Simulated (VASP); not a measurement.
Crystal: GaSe.

```
Ga Se
1.0
     3.74200    0.00000    0.00000
    -1.87100    3.24067    0.00000
     0.00000    0.00000   15.91900
Ga Se
4 4
Direct
  0.33333 0.66667 0.17700
  0.66667 0.33333 0.67700
  0.33333 0.66667 0.32300
  0.66667 0.33333 0.82300
  0.33333 0.66667 0.60000
  0.66667 0.33333 0.10000
  0.33333 0.66667 0.90000
  0.66667 0.33333 0.40000
```

```yaml
Program: VASP 6.6.1
Task: relaxation of cell and atoms
Functional: PBE
Dispersion: D3(BJ)
Potentials_or_basis: VASP PAW PBE potentials, release 64 (Ga_d, Se)
Cutoff: 500 eV
k_mesh: 12 × 12 × 2
Occupations: fermi-dirac, width 0.02 eV
Spin: no spin polarisation
```

At the start: pressure 1.0 GPa; volume 24.13 Å³/atom.

Task: How do energy, volume and symmetry change on relaxing?

Result: Over 20 steps the energy falls by 16.5 meV/atom and the volume is 24.58 Å³/atom (+1.9 %); space group P6_3/mmc (No. 194, to 0.1 Å) before and after.

The path:
```tsv
step	energy change (eV)	largest force (eV/Å)	pressure (GPa)	volume (Å³)
1	0.0000	1.2145	1.04	193.04
2	-0.1053	0.3872	0.35	197.41
3	-0.1234	0.0160	0.46	196.13
4	-0.1288	0.0429	-0.15	198.16
5	-0.1288	0.0444	-0.18	198.27
6	-0.1305	0.0174	-0.06	198.01
7	-0.1306	0.0279	-0.01	197.90
8	-0.1308	0.0247	-0.01	197.85
9	-0.1312	0.0164	-0.05	197.69
10	-0.1315	0.0297	-0.11	197.38
11	-0.1315	0.0237	-0.10	197.28
12	-0.1317	0.0064	-0.03	196.98
13	-0.1317	0.0279	0.07	196.37
14	-0.1318	0.0099	-0.01	196.77
15	-0.1318	0.0120	0.01	196.67
16	-0.1318	0.0112	0.01	196.71
17	-0.1318	0.0104	0.00	196.74
18	-0.1318	0.0110	0.01	196.73
19	-0.1318	0.0086	0.01	196.72
20	-0.1318	0.0050	-0.01	196.68
```

Final structure:
```yaml
crystal:
  lattice:
    - [3.77188, 0.00000, 0.00000]
    - [-1.88594, 3.26654, 0.00000]
    - [0.00000, 0.00000, 15.96296]
  atoms:
    - { symbol: Ga, position: [0.33333, 0.66667, 0.17342] }
    - { symbol: Ga, position: [0.66667, 0.33333, 0.67342] }
    - { symbol: Ga, position: [0.33333, 0.66667, 0.32658] }
    - { symbol: Ga, position: [0.66667, 0.33333, 0.82658] }
    - { symbol: Se, position: [0.33333, 0.66667, 0.59950] }
    - { symbol: Se, position: [0.66667, 0.33333, 0.09950] }
    - { symbol: Se, position: [0.33333, 0.66667, 0.90050] }
    - { symbol: Se, position: [0.66667, 0.33333, 0.40050] }
```
